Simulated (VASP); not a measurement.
A run of VASP 6.6.1 is set up as follows.

File INCAR:

```
ALGO     = Normal         # electronic algorithm
EDIFF    = 1E-6           # SCF threshold, eV
ENCUT    = 520            # plane-wave cutoff, eV
GGA      = PE             # functional
ISIF     = 2              # what is computed and relaxed
ISMEAR   = 0              # smearing method
LASPH    = T              # aspherical terms in the spheres
LCHARG   = F              # write CHGCAR
LREAL    = F              # projectors in reciprocal space
LWAVE    = F              # write WAVECAR
NBANDS   = 26             # bands
NELM     = 80             # most SCF steps
PREC     = Accurate       # precision mode
SIGMA    = 0.1            # smearing width, eV
```

Contents of KPOINTS:

```
k-points
0
Gamma
  6 6 4
```

The input POSCAR:

```
CsGaCl2
1.0
    3.6394758900      0.0000000000      0.0000000000
   -1.8197379400      3.1518785800      0.0000000000
    0.0000000000      0.0000000000      5.8369718800
Cs Ga Cl
1 1 2
Direct
    0.0000000000      0.0000000000      0.5000000000
    0.0000000000      0.0000000000      0.0000000000
    0.3333333300      0.6666666700      0.9172986900
    0.6666666700      0.3333333300      0.0827013100
```

Potentials or basis: VASP PAW PBE potentials, release 64 (Cs_sv, Ga_d, Cl).

Run with:

```sh
$ cat potpaw_PBE.64/Cs_sv/POTCAR potpaw_PBE.64/Ga_d/POTCAR potpaw_PBE.64/Cl/POTCAR > POTCAR
$ mpirun -np 1 vasp_std > vasp.out
```

(1) Estimate the band gap on the k mesh.

(2) What does it give for the largest force?

(3) Predict the pressure.

Results:

(1) zero (bands 18 and 19 overlap by 0.37 eV).

(2) 8.494 eV/Å.

(3) 77.6 GPa.

Caveat: the cell stands under pressure; spin-orbit coupling is left out, which moves the levels of the heavy elements; forces of over 1 eV/Å act on the atoms, so gaps and moduli don't describe the material at rest.
